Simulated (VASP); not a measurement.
# Sr (Fm-3m) in VASP: notebook

Runs on Sr. Level: LDA. Tasks: single point, relaxation of volume and atoms at fixed shape.

All numbers are computed with VASP 6.6.1; they aren't measurements. Logs are shortened: lines on timing, memory, paths and dates and some standing lists are left out, and cuts for length are marked.

## Step 1: The cell of the first run

The structure is cubic, space group Fm-3m (No. 225). The conventional cell has a = 5.781 Å, b = 5.781 Å, c = 5.781 Å, α = 90.00°, β = 90.00°, γ = 90.00°. Sr (site symmetry m-3m) has 12 Sr at 4.09 Å within 5.4 Å.

## Step 2: Single point, LDA

Contents of INCAR:

```
SYSTEM = Sr
ALGO = Normal
EDIFF = 1E-6
ENCUT = 520
GGA = CA
ISIF = 2
ISMEAR = 0
LASPH = .True.
LCHARG = .False.
LREAL = .False.
LWAVE = .False.
NBANDS = 11
NELM = 80
PREC = Accurate
SIGMA = 0.05
```

Contents of KPOINTS:

```
k-points
0
Gamma
  7 7 7
  0 0 0
```

Contents of POSCAR:

```
Sr
1.0
    0.0000000000      2.8904761122      2.8904761122
    2.8904761122      0.0000000000      2.8904761122
    2.8904761122      2.8904761122      0.0000000000
Sr
1
Direct
    0.0000000000      0.0000000000      0.0000000000
```

Potentials or basis: VASP PAW LDA potentials, release 64 (Sr_sv).

Launch:

```bash
> cat potpaw_LDA.64/Sr_sv/POTCAR > POTCAR
> mpirun -np 1 vasp_std > vasp.out
```

OUTCAR:

```text
SYSTEM = Sr
   EDIFF = 1E-6
   ENCUT = 520
   GGA = CA
   ISIF = 2
   ISMEAR = 0
   LASPH = .True.
   LREAL = .False.
   NELM = 80
   PREC = Accurate

 ion  position               nearest neighbor table
   1  0.000  0.000  0.000-

  LATTYP: Found a face centered cubic cell.
 ALAT       =     5.7809522244

  Lattice vectors:

 A1 = (   0.0000000000,   2.8904761122,   2.8904761122)
 A2 = (   2.8904761122,   0.0000000000,   2.8904761122)
 A3 = (   2.8904761122,   2.8904761122,   0.0000000000)

Analysis of symmetry for initial positions (statically):
=====================================================================
 Subroutine PRICEL returns:
 Original cell was already a primitive cell.

 Routine SETGRP: Setting up the symmetry group for a
 face centered cubic supercell.

 Subroutine GETGRP returns: Found 48 space group operations
 (whereof 48 operations were pure point group operations)
 out of a pool of 48 trial point group operations.

The static configuration has the point symmetry O_h .

Analysis of symmetry for dynamics (positions and initial velocities):
=====================================================================
 Subroutine PRICEL returns:
 Original cell was already a primitive cell.

 Routine SETGRP: Setting up the symmetry group for a
 face centered cubic supercell.

 Subroutine GETGRP returns: Found 48 space group operations
 (whereof 48 operations were pure point group operations)
 out of a pool of 48 trial point group operations.

The dynamic configuration has the point symmetry O_h .

 Subroutine INISYM returns: Found 48 space group operations
 (whereof 48 operations are pure point group operations),
 and found     1 'primitive' translations

----------------------------------------------------------------------------------------

                                     Primitive cell

  volume of cell :      48.2990

  direct lattice vectors                    reciprocal lattice vectors
     0.000000000  2.890476112  2.890476112    -0.172981883  0.172981883  0.172981883
     2.890476112  0.000000000  2.890476112     0.172981883 -0.172981883  0.172981883
     2.890476112  2.890476112  0.000000000     0.172981883  0.172981883 -0.172981883

  length of vectors
     4.087750520  4.087750520  4.087750520     0.299613410  0.299613410  0.299613410

  position of ions in fractional coordinates (direct lattice)
     0.000000000  0.000000000  0.000000000

  ion indices of the primitive-cell ions
   primitive index   ion index
                 1           1

----------------------------------------------------------------------------------------

 KPOINTS: k-points

Automatic generation of k-mesh.
 Grid dimensions read from file:
 generate k-points for:    7    7    7

 Generating k-lattice:

  Cartesian coordinates                     Fractional coordinates (reciprocal lattice)
    -0.024711698  0.024711698  0.024711698     0.142857143  0.000000000  0.000000000
     0.024711698 -0.024711698  0.024711698     0.000000000  0.142857143  0.000000000
     0.024711698  0.024711698 -0.024711698     0.000000000  0.000000000  0.142857143

  Length of vectors
     0.042801916  0.042801916  0.042801916

  Shift w.r.t. Gamma in fractional coordinates (k-lattice)
     0.000000000  0.000000000  0.000000000

 Subroutine IBZKPT returns following result:
 ===========================================

 Found     20 irreducible k-points:

 Following reciprocal coordinates:
            Coordinates               Weight
  0.000000  0.000000  0.000000      1.000000
  0.142857  0.000000  0.000000      8.000000
  0.285714  0.000000  0.000000      8.000000
  0.428571  0.000000  0.000000      8.000000
  0.142857  0.142857  0.000000      6.000000
  0.285714  0.142857  0.000000     24.000000
[... 12 lines left out ...]
 -0.428571  0.428571  0.142857     24.000000
 -0.285714  0.428571  0.142857     24.000000
   k-points           NKPTS =     20   k-points in BZ     NKDIM =     20   number of bands    NBANDS=     11
   number of dos      NEDOS =    301   number of ions     NIONS =      1
   total plane-waves  NPLWV =  27000
   dimension x,y,z NGX =    30 NGY =   30 NGZ =   30
   dimension x,y,z NGXF=    60 NGYF=   60 NGZF=   60
   ions per type =               1
   NGX,Y,Z   is equivalent  to a cutoff of  12.20, 12.20, 12.20 a.u.
   NGXF,Y,Z  is equivalent  to a cutoff of  24.40, 24.40, 24.40 a.u.
 SYSTEM =  Sr
   PREC   = accura    normal or accurate (medium, high low for compatibility)
   ISTART =      0    job   : 0-new  1-cont  2-samecut
   ICHARG =      2    charge: 1-file 2-atom 10-const
   ISPIN  =      1    spin polarized calculation?
   LNONCOLLINEAR =      F non collinear calculations
   LSORBIT =      F    spin-orbit coupling
   LASPH  =      T    aspherical Exc in radial PAW
   ENCUT  =  520.0 eV  38.22 Ry    6.18 a.u.   7.60  7.60  7.60*2*pi/ulx,y,z
   NELM   =     80;   NELMIN=  2; NELMDL= -5     # of ELM steps
   EDIFF  = 0.1E-05   stopping-criterion for ELM
   LREAL  =      F    real-space projection
[... 7 lines left out ...]
   TEBEG  =    0.0;   TEEND  =   0.0 temperature during run
   PSTRESS=    0.0 pullay stress
   NELECT =      10.0000    total number of electrons
   NUPDOWN=      -1.0000    fix difference up-down
   EMIN   =  10.00;   EMAX   =-10.00  energy-range for DOS
   EFERMI =   0.00;   METHOD = LEGACY
   ISMEAR =     0;   SIGMA  =   0.05  broadening in eV -4-tet -1-fermi 0-gaus
   EFERMI_NEDOS =   21; number of points for ismear=-14 and -15
   IALGO  =     38    algorithm
   IMIX   =      4    mixing-type and parameters
     AMIX     =   0.40;   BMIX     =  1.00
     AMIX_MAG =   1.60;   BMIX_MAG =  1.00
  volume/ion in A,a.u.               =      48.30       325.94
  Fermi-wavevector in a.u.,A,eV,Ry     =   0.968491  1.830182 12.761914  0.937974
  Thomas-Fermi vector in A             =   2.098464
   LORBIT       =      0    0 simple, 1 ext, 2 COOP (PROOUT), +10 PAW based schemes
   GGA     = CA    functional components
   LHFCALC =     F    Hartree Fock is set to
   AEXX    =    0.0000 exact exchange contribution
   IVDW    =     0    specifies the selected vdW correction
   LEPSILON=     F    determine dielectric tensor
   LRPA    =     F    only Hartree local field effects (RPA)
 non-spin polarized calculation
 Gauss-broadening in eV      SIGMA  =   0.05
  energy-cutoff  :      520.00
  volume of cell :       48.30
 maximum number of plane-waves:      1315
   NGX = 15   NGY = 15   NGZ = 15

 number of electron      10.0000000 magnetization

 Free energy of the ion-electron system (eV)
  ---------------------------------------------------
  ext. energy  EPLUGINS =         0.00000000
  ---------------------------------------------------
  free energy    TOTEN  =        -1.90044369 eV

  energy without entropy =       -1.89918708  energy(sigma->0) =       -1.89981539

 E-fermi :   1.9225     XC(G=0):  -7.9741

 val. band max:        1.8690529325   @ k =  -0.2857   0.4286   0.1429
 cond. band min:       1.9760442302   @ k =  -0.4286   0.2857   0.0000
 fundamental gap:      0.1069912977
 Fermi energy:         1.9225485777

 k-point     1 :       0.0000    0.0000    0.0000
  band No.  band energies     occupation
      1     -34.3375      2.00000
      2     -16.2879      2.00000
      3     -16.2879      2.00000
      4     -16.2879      2.00000
      5      -1.9711      2.00000
      6       4.2573      0.00000
      7       4.2573      0.00000
      8       4.2573      0.00000
      9       5.9348      0.00000
     10       5.9348      0.00000
     11       9.4565      0.00000

 k-point     2 :       0.1429    0.0000    0.0000
  band No.  band energies     occupation
      1     -34.3326      2.00000
      2     -16.3498      2.00000
      3     -16.2960      2.00000
      4     -16.2960      2.00000
      5      -1.6016      2.00000
      6       3.7720      0.00000
      7       4.4083      0.00000
      8       4.4083      0.00000
      9       5.7559      0.00000
     10       5.7559      0.00000
     11      10.1447      0.00000

 k-point     3 :       0.2857    0.0000    0.0000
  band No.  band energies     occupation
      1     -34.3214      2.00000
      2     -16.4851      2.00000
      3     -16.3139      2.00000
      4     -16.3139      2.00000
      5      -0.6329      2.00000
      6       2.9475      0.00000
      7       4.3802      0.00000
      8       4.3802      0.00000
      9       6.0456      0.00000
     10       6.0456      0.00000
     11       8.9957      0.00000

 k-point     4 :       0.4286    0.0000    0.0000
  band No.  band energies     occupation
      1     -34.3123      2.00000
      2     -16.5900      2.00000
      3     -16.3282      2.00000
      4     -16.3282      2.00000
      5       0.4289      2.00000
      6       2.3256      0.00000
      7       4.1280      0.00000
      8       4.1280      0.00000
      9       6.9465      0.00000
     10       6.9465      0.00000
     11       8.2830      0.00000
[... 183 lines left out ...]
 k-point    18 :      -0.4286    0.2857    0.1429
  band No.  band energies     occupation
      1     -34.3067      2.00000
      2     -16.5437      2.00000
      3     -16.4267      2.00000
      4     -16.3606      2.00000
      5       1.2559      2.00000
      6       2.2405      0.00000
      7       3.0394      0.00000
      8       4.8164      0.00000
      9       6.4064      0.00000
     10       7.3750      0.00000
     11       8.1081      0.00000

 k-point    19 :      -0.4286    0.4286    0.1429
  band No.  band energies     occupation
      1     -34.3037      2.00000
      2     -16.5469      2.00000
      3     -16.4308      2.00000
      4     -16.3947      2.00000
      5       1.3341      2.00000
      6       2.2827      0.00000
      7       2.9153      0.00000
      8       5.3359      0.00000
      9       6.8355      0.00000
     10       7.5592      0.00000
     11       8.1179      0.00000

 k-point    20 :      -0.2857    0.4286    0.1429
  band No.  band energies     occupation
      1     -34.3030      2.00000
      2     -16.5073      2.00000
      3     -16.4882      2.00000
      4     -16.3896      2.00000
      5       1.8691      1.86974
      6       2.2487      0.00000
      7       2.7122      0.00000
      8       4.6984      0.00000
      9       7.0246      0.00000
     10       7.0489      0.00000
     11       8.5505      0.00000

------------------------ aborting loop because EDIFF is reached ----------------------------------------

  FORCE on cell =-STRESS in cart. coord.  units (eV):
  Direction    XX          YY          ZZ          XY          YZ          ZX
  --------------------------------------------------------------------------------------
  -------------------------------------------------------------------------------------
  Total       -0.0025506     -0.0025506     -0.0025506     -0.0000000      0.0000000     -0.0000000
  in kB       -0.0846079     -0.0846079     -0.0846079     -0.0000000      0.0000000     -0.0000000
  external PRESSURE =      -0.0846079 kB  Pullay stress =       0.0000000 kB

 VOLUME and BASIS-vectors are now :
 -----------------------------------------------------------------------------
  energy-cutoff  :      520.00
  volume of cell :       48.30
      direct lattice vectors                 reciprocal lattice vectors
     0.000000000  2.890476112  2.890476112    -0.172981883  0.172981883  0.172981883
     2.890476112  0.000000000  2.890476112     0.172981883 -0.172981883  0.172981883
     2.890476112  2.890476112  0.000000000     0.172981883  0.172981883 -0.172981883

 POSITION                                       TOTAL-FORCE (eV/Angst)
 -----------------------------------------------------------------------------------
      0.00000      0.00000      0.00000        -0.000000     -0.000000      0.000000
 -----------------------------------------------------------------------------------
    total drift:                               -0.000000     -0.000000      0.000000

  FREE ENERGIE OF THE ION-ELECTRON SYSTEM (eV)
  ---------------------------------------------------
  free  energy   TOTEN  =        -1.9004436914 eV

  energy  without entropy=       -1.8991870842  energy(sigma->0) =       -1.89981539
```

Run time: 4.5 s. Hardware: 1 thread of Intel Xeon 6975P-C (Granite Rapids), shared host; peak memory 0.14 GiB.

Results:

```yaml
Free_energy: -1.9004 eV
Pressure: 0.0 GPa
```

## Step 3: Relaxation of volume and atoms at fixed shape, LDA

This run uses another cell than the first one, of 56.32 Å³/atom.

Contents of INCAR:

```
SYSTEM = Sr
PREC = Accurate ; ENCUT = 600
EDIFF = 1E-7 ; ISMEAR = 0
SIGMA = 0.05 ; LREAL = .FALSE.
LASPH = .TRUE. ; NELM = 60
ALGO = Normal ; ISIF = 8
LWAVE = .FALSE. ; LCHARG = .FALSE.
IBRION = 2 ; NSW = 80
EDIFFG = -0.02
```

Contents of KPOINTS:

```
Automatic mesh
0
G
  7 7 7
  0 0 0
```

Contents of POSCAR:

```
Sr
1.0
    0.0000000000      3.0423500000      3.0423500000
    3.0423500000      0.0000000000      3.0423500000
    3.0423500000      3.0423500000      0.0000000000
Sr
1
Direct
    0.0000000000      0.0000000000      0.0000000000
```

Potentials or basis: VASP PAW LDA potentials, release 64 (Sr_sv).

Launch:

```bash
> cat potpaw_LDA.64/Sr_sv/POTCAR > POTCAR
> mpirun -np 1 vasp_std > vasp.out
```

OUTCAR:

```text
SYSTEM = Sr
   PREC = Accurate
   ENCUT = 600
   EDIFF = 1E-7
   ISMEAR = 0
   LREAL = .FALSE.
   LASPH = .TRUE.
   NELM = 60
   ISIF = 8
   IBRION = 2
   NSW = 80
   EDIFFG = -0.02

 ion  position               nearest neighbor table
   1  0.000  0.000  0.000-

  LATTYP: Found a face centered cubic cell.
 ALAT       =     6.0847000000

  Lattice vectors:

 A1 = (   0.0000000000,   3.0423500000,   3.0423500000)
 A2 = (   3.0423500000,   0.0000000000,   3.0423500000)
 A3 = (   3.0423500000,   3.0423500000,   0.0000000000)

Analysis of symmetry for initial positions (statically):
=====================================================================
 Subroutine PRICEL returns:
 Original cell was already a primitive cell.

 Routine SETGRP: Setting up the symmetry group for a
 face centered cubic supercell.

 Subroutine GETGRP returns: Found 48 space group operations
 (whereof 48 operations were pure point group operations)
 out of a pool of 48 trial point group operations.

The static configuration has the point symmetry O_h .

Analysis of symmetry for dynamics (positions and initial velocities):
[... 142 lines left out ...]

--------------------------------------- Ionic step        1  -------------------------------------------

 number of electron      10.0000000 magnetization

 Free energy of the ion-electron system (eV)
  ---------------------------------------------------
  ext. energy  EPLUGINS =         0.00000000
  ---------------------------------------------------
  free energy    TOTEN  =        -1.85428195 eV

  energy without entropy =       -1.84980995  energy(sigma->0) =       -1.85204595

------------------------ aborting loop because EDIFF is reached ----------------------------------------

  FORCE on cell =-STRESS in cart. coord.  units (eV):
  Direction    XX          YY          ZZ          XY          YZ          ZX
  --------------------------------------------------------------------------------------
  -------------------------------------------------------------------------------------
  Total       -0.5706460     -0.5706460     -0.5706460     -0.0000000     -0.0000000      0.0000000
  in kB      -16.2337870    -16.2337870    -16.2337870     -0.0000000     -0.0000000      0.0000000
  external PRESSURE =     -16.2337870 kB  Pullay stress =       0.0000000 kB
[... 92 lines left out ...]
--------------------------------------- Ionic step        4  -------------------------------------------

 number of electron      10.0000000 magnetization

 Free energy of the ion-electron system (eV)
  ---------------------------------------------------
  ext. energy  EPLUGINS =         0.00000000
  ---------------------------------------------------
  free energy    TOTEN  =        -1.90065682 eV

  energy without entropy =       -1.89941580  energy(sigma->0) =       -1.90003631

 E-fermi :   1.9258     XC(G=0):  -7.9772

 val. band max:        1.8720324663   @ k =  -0.2857   0.4286   0.1429
 cond. band min:       1.9796054232   @ k =  -0.4286   0.2857   0.0000
 fundamental gap:      0.1075729569
 Fermi energy:         1.9258189408

 k-point     1 :       0.0000    0.0000    0.0000
  band No.  band energies     occupation
      1     -34.3326      2.00000
      2     -16.2829      2.00000
      3     -16.2829      2.00000
      4     -16.2829      2.00000
      5      -1.9687      2.00000
      6       4.2615      0.00000
      7       4.2615      0.00000
      8       4.2615      0.00000
      9       5.9406      0.00000
[... 254 lines left out ...]
  FREE ENERGIE OF THE ION-ELECTRON SYSTEM (eV)
  ---------------------------------------------------
  free  energy   TOTEN  =        -1.9006568208 eV

  energy  without entropy=       -1.8994157989  energy(sigma->0) =       -1.90003631

 reached required accuracy - stopping structural energy minimisation
```

OSZICAR:

```text
N       E                     dE             d eps       ncg     rms          rms(c)
DAV:   1     0.386876176877E+02    0.38688E+02   -0.51553E+03   360   0.106E+03
DAV:   2    -0.194488925703E+00   -0.38882E+02   -0.38519E+02   391   0.176E+02
DAV:   3    -0.180357721883E+01   -0.16091E+01   -0.16021E+01   549   0.294E+01
[... 38 lines left out ...]
DAV:   4    -0.190048699699E+01   -0.26111E-03   -0.28314E-04   622   0.120E-01    0.109E-01
DAV:   5    -0.190065886528E+01   -0.17187E-03   -0.75007E-04   493   0.163E-01    0.229E-02
DAV:   6    -0.190065797469E+01    0.89060E-06   -0.67975E-06   441   0.253E-02    0.965E-03
DAV:   7    -0.190065673106E+01    0.12436E-05   -0.37249E-06   539   0.108E-02    0.223E-03
DAV:   8    -0.190065682081E+01   -0.89743E-07   -0.16290E-07   303   0.283E-03
   4 F= -.19006568E+01 E0= -.19000363E+01  d E =-.463749E-01
```

Run time: 16 s. Hardware: 1 thread of Intel Xeon 6975P-C (Granite Rapids), shared host; peak memory 0.17 GiB.

What came out:

- Free energy: -1.9007 eV
- Relaxed volume: 48.25 Å³/atom
- Relaxed cell: a = 4.086 Å, b = 4.086 Å, c = 4.086 Å, α = 60.00°, β = 60.00°, γ = 60.00°
- Space group after relaxing (to 0.1 Å): Fm-3m (No. 225)
- Energy gained by relaxing: 46.4 meV/atom
- Ionic steps: 4
- Pressure after relaxing: 0.0 GPa

The path:
```
step  energy change (eV)  largest force (eV/Å)  pressure (GPa)  volume (Å³)
   1              0.0000                0.0000           -1.62        56.32
   2             -0.0363                0.0000           -0.88        51.79
   3             -0.0461                0.0000           -0.15        48.82
   4             -0.0464                0.0000            0.01        48.25
```

Final structure:
```
CELL_PARAMETERS angstrom
0.00000 2.88958 2.88958
2.88958 0.00000 2.88958
2.88958 2.88958 0.00000
ATOMIC_POSITIONS crystal
Sr 0.00000 0.00000 0.00000
```
